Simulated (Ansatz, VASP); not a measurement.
# Na2Hg: VASP beside Ansatz

```
Na Hg
1.0
     5.40721    0.00000    0.00000
    -2.70360    4.68278    0.00000
     0.00000    0.00000    6.74111
Na Hg
4 2
Direct
  0.33333 0.66667 0.25000
  0.66667 0.33333 0.75000
  0.00000 0.00000 0.00000
  0.00000 0.00000 0.50000
  0.33333 0.66667 0.75000
  0.66667 0.33333 0.25000
```

Change from the starting cell: species swapped into the InCu2 type (P6_3/mmc, No. 194).

Alike in both runs: functional PBE; k mesh 6 × 6 × 4; occupations gaussian, width 0.1 eV; no spin polarisation.

Ansatz relaxed the structure, and its values are those at the end. VASP's run is a single point on that final structure, the one shown.

|  | VASP | Ansatz |
| --- | --- | --- |
| version | VASP 6.6.1 | Ansatz 0.2.0 |
| potentials or method | VASP PAW PBE potentials, release 64 (Na_pv, Hg), cutoff 520 eV | scalar-relativistic, plane waves, PAW |
| valence electrons in the cell | 52 | 76 |

```csv
,VASP,Ansatz,Ansatz less VASP
gap on the k mesh at the Fermi level (eV),none,none,-
pressure (GPa),0.0,0.0,+0.02
```

A gap of «none» marks a metal or a gap that the smearing closes. VASP's potentials hold 52 valence electrons a cell and Ansatz's 76, so a difference there can come from the potentials and not from the codes.

Spin-orbit coupling is off throughout.
